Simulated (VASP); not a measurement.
# WS2 (C2/m) in VASP: single point with LDA

Aim: the single point of WS2 with LDA.

Everything below comes from runs of VASP 6.6.1. Logs are shortened: lines on timing, memory, paths and dates and some standing lists are left out, and cuts for length are marked.

### Step 1. The cell of the first run

The structure is monoclinic, space group C2/m (No. 12). Conventional cell: a = 5.429 Å, b = 3.127 Å, c = 12.182 Å, α = 90.00°, β = 98.01°, γ = 90.00°. W (site symmetry m) has 6 S at 2.38 to 2.39 Å and 6 W at 3.13 Å within 3.2 Å. Within 3.2 Å of S (site symmetry m) lie 3 W at 2.38 to 2.39 Å and 7 S at 3.12 to 3.13 Å. S (site symmetry m) has 3 W at 2.39 Å and 7 S at 3.12 to 3.13 Å within 3.2 Å.

### Step 2. Single point, LDA (engineering shear strain xz +0.0000, engineering shear strain yz -0.1400)

INCAR reads:

```
SYSTEM = WS2
  PREC = Accurate
  ENCUT = 520
  EDIFF = 1E-6
  ISMEAR = 0
  SIGMA = 0.05
  LREAL = .FALSE.
  LASPH = .TRUE.
  NELM = 80
  ALGO = Normal
  ISIF = 2
  LWAVE = .FALSE.
  LCHARG = .FALSE.
  NBANDS = 35
```

KPOINTS reads:

```
Automatic mesh
0
G
  12 12 4
  0 0 0
```

POSCAR reads:

```
WS2
1.0
    3.1265905160      0.0000000000      0.0000000000
   -1.5632952580      2.7077068141     -0.1895394770
    0.0000000000     -0.8506417516     12.1520250223
W S
2 4
Direct
    0.4144998396      0.8289996792      0.2484951601
    0.5855001604      0.1710003208      0.7515048399
    0.2117971234      0.4235942468      0.6224126749
    0.7071784066      0.4143568133      0.1191415957
    0.2928215934      0.5856431867      0.8808584043
    0.7882028766      0.5764057532      0.3775873251
```

Potentials or basis: VASP PAW LDA potentials, release 64 (W_sv, S).

Started as:

```
> cat potpaw_LDA.64/W_sv/POTCAR potpaw_LDA.64/S/POTCAR > POTCAR
> mpirun -np 1 vasp_std > vasp.out
```

OUTCAR:

```text
SYSTEM = WS2
   PREC = Accurate
   ENCUT = 520
   EDIFF = 1E-6
   ISMEAR = 0
   LREAL = .FALSE.
   LASPH = .TRUE.
   NELM = 80
   ISIF = 2

 ion  position               nearest neighbor table
   1  0.414  0.829  0.248-   6 2.38   6 2.38   4 2.39   4 2.39   6 2.39   4 2.39
   2  0.586  0.171  0.752-   3 2.38   3 2.38   5 2.39   5 2.39   3 2.39   5 2.39
   3  0.212  0.424  0.622-   2 2.38   2 2.38   2 2.39
   4  0.707  0.414  0.119-   1 2.39   1 2.39   1 2.39
   5  0.293  0.586  0.881-   2 2.39   2 2.39   2 2.39
   6  0.788  0.576  0.378-   1 2.38   1 2.38   1 2.39

  LATTYP: Found a base centered monoclinic cell.
 ALAT       =     5.4286651783
 B/A-ratio  =     0.5759409382
 C/A-ratio  =     2.2439698713
 COS(beta)  =    -0.1393173450

  Lattice vectors:

 A1 = (   1.5632952580,   2.7077068141,  -0.1895394770)
 A2 = (  -1.5632952580,   2.7077068141,  -0.1895394770)
 A3 = (   0.0000000000,  -0.8506417516,  12.1520250223)

Analysis of symmetry for initial positions (statically):
=====================================================================
 Subroutine PRICEL returns:
 Original cell was already a primitive cell.

 Routine SETGRP: Setting up the symmetry group for a
 base centered monoclinic supercell.

 Subroutine GETGRP returns: Found  4 space group operations
 (whereof  4 operations were pure point group operations)
 out of a pool of  4 trial point group operations.

The static configuration has the point symmetry C_2h.

Analysis of symmetry for dynamics (positions and initial velocities):
=====================================================================
 Subroutine PRICEL returns:
 Original cell was already a primitive cell.

 Routine SETGRP: Setting up the symmetry group for a
 base centered monoclinic supercell.

 Subroutine GETGRP returns: Found  4 space group operations
 (whereof  4 operations were pure point group operations)
 out of a pool of  4 trial point group operations.

The dynamic configuration has the point symmetry C_2h.

 Subroutine INISYM returns: Found  4 space group operations
 (whereof  4 operations are pure point group operations),
 and found     1 'primitive' translations

----------------------------------------------------------------------------------------

                                     Primitive cell

  volume of cell :     102.3736

  direct lattice vectors                    reciprocal lattice vectors
     3.126590516  0.000000000  0.000000000     0.319837214  0.185567382  0.012989717
    -1.563295258  2.707706814 -0.189539477     0.000000000  0.371134764  0.025979433
     0.000000000 -0.850641752 12.152025022     0.000000000  0.005788722  0.082696022

  length of vectors
     3.126590516  3.132330357 12.181761101     0.369999769  0.372042933  0.082898380

  position of ions in fractional coordinates (direct lattice)
     0.414499840  0.828999679  0.248495160
     0.585500160  0.171000321  0.751504840
     0.211797123  0.423594247  0.622412675
     0.707178407  0.414356813  0.119141596
     0.292821593  0.585643187  0.880858404
     0.788202877  0.576405753  0.377587325

  ion indices of the primitive-cell ions
   primitive index   ion index
                 1           1
                 2           2
                 3           3
                 4           4
                 5           5
                 6           6

----------------------------------------------------------------------------------------

 KPOINTS: Automatic mesh

Automatic generation of k-mesh.
 Grid dimensions read from file:
 generate k-points for:   12   12    4

 Generating k-lattice:

  Cartesian coordinates                     Fractional coordinates (reciprocal lattice)
     0.026653101  0.015463948  0.001082476     0.083333333 -0.000000000  0.000000000
     0.000000000  0.030927897  0.002164953     0.000000000  0.083333333  0.000000000
     0.000000000  0.001447180  0.020674005     0.000000000 -0.000000000  0.250000000

  Length of vectors
     0.030833314  0.031003578  0.020724595

  Shift w.r.t. Gamma in fractional coordinates (k-lattice)
     0.000000000  0.000000000  0.000000000

 Subroutine IBZKPT returns following result:
 ===========================================

 Found    164 irreducible k-points:

 Following reciprocal coordinates:
            Coordinates               Weight
  0.000000  0.000000  0.000000      1.000000
  0.083333 -0.000000  0.000000      4.000000
  0.166667 -0.000000  0.000000      4.000000
  0.250000 -0.000000 -0.000000      4.000000
  0.333333 -0.000000  0.000000      4.000000
  0.416667  0.000000 -0.000000      4.000000
[... 16 lines left out ...]
  0.333333  0.166667 -0.000000      4.000000
  0.416667  0.166667 -0.000000      4.000000
 [... further k-points ...]
   k-points           NKPTS =    164   k-points in BZ     NKDIM =    164   number of bands    NBANDS=     35
   number of dos      NEDOS =    301   number of ions     NIONS =      6
   total plane-waves  NPLWV =  55296
   dimension x,y,z NGX =    24 NGY =   24 NGZ =   96
   dimension x,y,z NGXF=    48 NGYF=   48 NGZF=  192
   ions per type =               2   4
   NGX,Y,Z   is equivalent  to a cutoff of  12.76, 12.74, 13.10 a.u.
   NGXF,Y,Z  is equivalent  to a cutoff of  25.52, 25.48, 26.20 a.u.
 SYSTEM =  WS2
   PREC   = accura    normal or accurate (medium, high low for compatibility)
   ISTART =      0    job   : 0-new  1-cont  2-samecut
   ICHARG =      2    charge: 1-file 2-atom 10-const
   ISPIN  =      1    spin polarized calculation?
   LNONCOLLINEAR =      F non collinear calculations
   LSORBIT =      F    spin-orbit coupling
   LASPH  =      T    aspherical Exc in radial PAW
   ENCUT  =  520.0 eV  38.22 Ry    6.18 a.u.   5.81  5.82 22.65*2*pi/ulx,y,z
   NELM   =     80;   NELMIN=  2; NELMDL= -5     # of ELM steps
   EDIFF  = 0.1E-05   stopping-criterion for ELM
   LREAL  =      F    real-space projection
   EDIFFG = 0.1E-04   stopping-criterion for IOM
   NSW    =      0    number of steps for IOM
   IBRION =     -1    ionic relax: 0-MD 1-quasi-New 2-CG
   NFREE  =      0    steps in history (QN), initial steepest desc. (CG)
   ISIF   =      2    stress and relaxation
   ISYM   =      2    0-nonsym 1-usesym 2-fastsym
   POTIM  = 0.5000    time-step for ionic-motion
   TEBEG  =    0.0;   TEEND  =   0.0 temperature during run
   PSTRESS=    0.0 pullay stress
   NELECT =      52.0000    total number of electrons
   NUPDOWN=      -1.0000    fix difference up-down
   EMIN   =  10.00;   EMAX   =-10.00  energy-range for DOS
   EFERMI =   0.00;   METHOD = LEGACY
   ISMEAR =     0;   SIGMA  =   0.05  broadening in eV -4-tet -1-fermi 0-gaus
   EFERMI_NEDOS =   21; number of points for ismear=-14 and -15
   IALGO  =     38    algorithm
   IMIX   =      4    mixing-type and parameters
     AMIX     =   0.40;   BMIX     =  1.00
     AMIX_MAG =   1.60;   BMIX_MAG =  1.00
  volume/ion in A,a.u.               =      17.06       115.14
  Fermi-wavevector in a.u.,A,eV,Ry     =   1.306211  2.468380 23.214079  1.706187
  Thomas-Fermi vector in A             =   2.437028
   LORBIT       =      0    0 simple, 1 ext, 2 COOP (PROOUT), +10 PAW based schemes
   GGA     = CA    functional components
   LHFCALC =     F    Hartree Fock is set to
   AEXX    =    0.0000 exact exchange contribution
   IVDW    =     0    specifies the selected vdW correction
   LEPSILON=     F    determine dielectric tensor
   LRPA    =     F    only Hartree local field effects (RPA)
 non-spin polarized calculation
 Gauss-broadening in eV      SIGMA  =   0.05
  energy-cutoff  :      520.00
  volume of cell :      102.37
 maximum number of plane-waves:      2785
   NGX = 11   NGY = 11   NGZ = 45

 number of electron      51.9999999 magnetization

 Free energy of the ion-electron system (eV)
  ---------------------------------------------------
  ext. energy  EPLUGINS =         0.00000000
  ---------------------------------------------------
  free energy    TOTEN  =       -52.49374910 eV

  energy without entropy =      -52.49374910  energy(sigma->0) =      -52.49374910

 E-fermi :   8.1976     XC(G=0): -11.4568

 val. band max:        7.9283203304   @ k =   0.0000   0.0000   0.0000
 cond. band min:       8.7590112042   @ k =  -0.3333   0.1667  -0.0000
 fundamental gap:      0.8306908738
 Fermi energy:         8.1976003333

 k-point     1 :       0.0000    0.0000    0.0000
  band No.  band energies     occupation
      1     -66.2951      2.00000
      2     -66.2951      2.00000
      3     -30.8576      2.00000
      4     -30.8575      2.00000
      5     -30.6418      2.00000
      6     -30.6418      2.00000
[... 27 lines left out ...]
     34      10.4812      0.00000
     35      12.6751      0.00000

 k-point     2 :       0.0833   -0.0000    0.0000
  band No.  band energies     occupation
      1     -66.2936      2.00000
      2     -66.2936      2.00000
      3     -30.8524      2.00000
      4     -30.8524      2.00000
      5     -30.6668      2.00000
      6     -30.6668      2.00000
[... 27 lines left out ...]
     34      10.4547      0.00000
     35      13.2374      0.00000

 k-point     3 :       0.1667   -0.0000    0.0000
  band No.  band energies     occupation
      1     -66.2895      2.00000
      2     -66.2895      2.00000
      3     -30.8384      2.00000
      4     -30.8383      2.00000
      5     -30.7432      2.00000
      6     -30.7432      2.00000
[... 27 lines left out ...]
     34      10.9782      0.00000
     35      14.3452      0.00000

 k-point     4 :       0.2500   -0.0000   -0.0000
  band No.  band energies     occupation
      1     -66.2839      2.00000
      2     -66.2839      2.00000
      3     -30.8461      2.00000
      4     -30.8461      2.00000
      5     -30.8191      2.00000
      6     -30.8190      2.00000
[... 27 lines left out ...]
     34      11.5080      0.00000
     35      14.4213      0.00000

 k-point     5 :       0.3333   -0.0000    0.0000
  band No.  band energies     occupation
      1     -66.2784      2.00000
      2     -66.2783      2.00000
      3     -30.9473      2.00000
      4     -30.9473      2.00000
      5     -30.7997      2.00000
      6     -30.7997      2.00000
[... 638 lines left out ...]
 k-point    22 :       0.2500    0.1667   -0.0000
  band No.  band energies     occupation
      1     -66.2764      2.00000
      2     -66.2764      2.00000
      3     -30.9470      2.00000
      4     -30.9470      2.00000
      5     -30.7929      2.00000
      6     -30.7928      2.00000
[... 27 lines left out ...]
     34      12.4863      0.00000
     35      14.1285      0.00000

 k-point    23 :       0.3333    0.1667   -0.0000
  band No.  band energies     occupation
      1     -66.2728      2.00000
      2     -66.2728      2.00000
      3     -30.9958      2.00000
      4     -30.9958      2.00000
      5     -30.7896      2.00000
      6     -30.7895      2.00000
[... 27 lines left out ...]
     34      12.6149      0.00000
     35      13.0648      0.00000

 k-point    24 :       0.4167    0.1667   -0.0000
  band No.  band energies     occupation
      1     -66.2715      2.00000
      2     -66.2715      2.00000
      3     -31.0137      2.00000
      4     -31.0137      2.00000
      5     -30.8009      2.00000
      6     -30.8009      2.00000
[... 27 lines left out ...]
     34      12.5607      0.00000
     35      12.8577      0.00000

 [... further k-points ...]

------------------------ aborting loop because EDIFF is reached ----------------------------------------

  FORCE on cell =-STRESS in cart. coord.  units (eV):
  Direction    XX          YY          ZZ          XY          YZ          ZX
  --------------------------------------------------------------------------------------
  -------------------------------------------------------------------------------------
  Total        0.5017930      0.1171066      0.7267910      0.0000000     -0.0591353      0.0000000
  in kB        7.8532087      1.8327529     11.3744940      0.0000000     -0.9254857      0.0000000
  external PRESSURE =       7.0201519 kB  Pullay stress =       0.0000000 kB

 VOLUME and BASIS-vectors are now :
 -----------------------------------------------------------------------------
  energy-cutoff  :      520.00
  volume of cell :      102.37
      direct lattice vectors                 reciprocal lattice vectors
     3.126590516  0.000000000  0.000000000     0.319837214  0.185567382  0.012989717
    -1.563295258  2.707706814 -0.189539477     0.000000000  0.371134764  0.025979433
     0.000000000 -0.850641752 12.152025022     0.000000000  0.005788722  0.082696022

 POSITION                                       TOTAL-FORCE (eV/Angst)
 -----------------------------------------------------------------------------------
     -0.00000      2.03331      2.86259         0.000000      0.003491      0.000934
      1.56330     -0.17624      9.09989         0.000000     -0.003491     -0.000934
     -0.00000      0.61752      7.48329         0.000000      0.000048     -0.042953
      1.56330      1.02061      1.36927        -0.000000     -0.003972     -0.042796
      0.00000      0.83646     10.59321         0.000000      0.003972      0.042796
      1.56330      1.23955      4.47920         0.000000     -0.000048      0.042953
 -----------------------------------------------------------------------------------
    total drift:                               -0.000000      0.000000     -0.000000

  FREE ENERGIE OF THE ION-ELECTRON SYSTEM (eV)
  ---------------------------------------------------
  free  energy   TOTEN  =       -52.4937491002 eV

  energy  without entropy=      -52.4937491002  energy(sigma->0) =      -52.49374910
```

Wall time 3.7 min (1 thread of Intel Xeon Platinum 8488C (Sapphire Rapids), shared host); peak memory 0.51 GiB.

What came out:

| Property | Result |
| --- | --- |
| Free energy | -52.4937 eV |
| Pressure | 0.7 GPa |
| Largest force | 0.043 eV/Å |
| Band gap on the k mesh | 0.83 eV (least direct gap 1.90 eV) |

Forces on the atoms (eV/Å):
```
W    0.000  0.003  0.001
W    0.000 -0.003 -0.001
S    0.000  0.000 -0.043
S    0.000 -0.004 -0.043
S    0.000  0.004  0.043
S    0.000  0.000  0.043
```

Caveat: the cell differs from its parent crystal (engineering shear strain xz +0.0000, engineering shear strain yz -0.1400); spin-orbit coupling is left out, which moves the levels of the heavy elements. A k mesh can miss the band edges.
